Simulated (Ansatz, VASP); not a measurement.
Rh: VASP beside Ansatz

The input INCAR:

```
ALGO     = Fast           # electronic algorithm
EDIFF    = 1E-6           # SCF threshold, eV
ENCUT    = 520            # plane-wave cutoff, eV
ISIF     = 2              # what is computed and relaxed
ISMEAR   = 0              # smearing method
LASPH    = T              # aspherical terms in the spheres
LCHARG   = F              # write CHGCAR
LREAL    = F              # projectors in reciprocal space
LWAVE    = F              # write WAVECAR
NBANDS   = 14             # bands
NELM     = 80             # most SCF steps
PREC     = Accurate       # precision mode
SIGMA    = 0.15           # smearing width, eV
```

File KPOINTS:

```
k-points
0
Gamma
  22 22 22
```

Contents of POSCAR:

```
Rh
1.0
    0.0000000000      1.9596164153      1.8140169157
    1.9596164153      0.0000000000      1.8140169157
    1.9596164153      1.9596164153      0.0000000000
Rh
1
Direct
    0.0000000000      0.0000000000      0.0000000000
```

Input for Ansatz:

```yaml
crystal:
  lattice:
    - [0.0, 1.9596164153, 1.8140169157]
    - [1.9596164153, 0.0, 1.8140169157]
    - [1.9596164153, 1.9596164153, 0.0]
  atoms:
    - { symbol: Rh, position: [0.0, 0.0, 0.0] }
basis:
  ecutwfc: 420
kpoints:
  mp_grid: { grid: [22, 22, 22] }
hamiltonian:
  xc: lda
  pseudopotentials: { kind: paw, azcp: { folder: soft_1 } }
scf:
  occupations: { method: gaussian, width: 0.15 }
output:
  forces: true
  stress: true
  eigenvalues: true
  write_density: true
  write_potential: true
  elf: true
  volumetric_format: npy
```

Alike in both runs: task single point; functional LDA; k mesh 22 × 22 × 22; occupations gaussian, width 0.15 eV; no spin polarisation.

```csv
,VASP,Ansatz
version,VASP 6.6.1,Ansatz 0.2.0
potentials or method,"VASP PAW LDA potentials, release 64 (Rh_pv), cutoff 520 eV","scalar-relativistic, plane waves, PAW"
valence electrons in the cell,15,17
```

|  | VASP | Ansatz | Ansatz less VASP |
| --- | --- | --- | --- |
| gap on the k mesh at the Fermi level (eV) | none | none | - |
| pressure (GPa) | -12.8 | -13.6 | -0.79 |
| traceless stress, the component that is largest in VASP (GPa) | 11.06 | 11.10 | +0.041 |

Ansatz warns that its potentials were made for another functional, while VASP's fit it. LDA's correlation is that of Perdew and Zunger in VASP and of Perdew and Wang (1992) in Ansatz. A gap of «none» marks a metal or a gap that the smearing closes. VASP's potentials hold 15 valence electrons a cell and Ansatz's 17, so a difference there can come from the potentials and not from the codes.
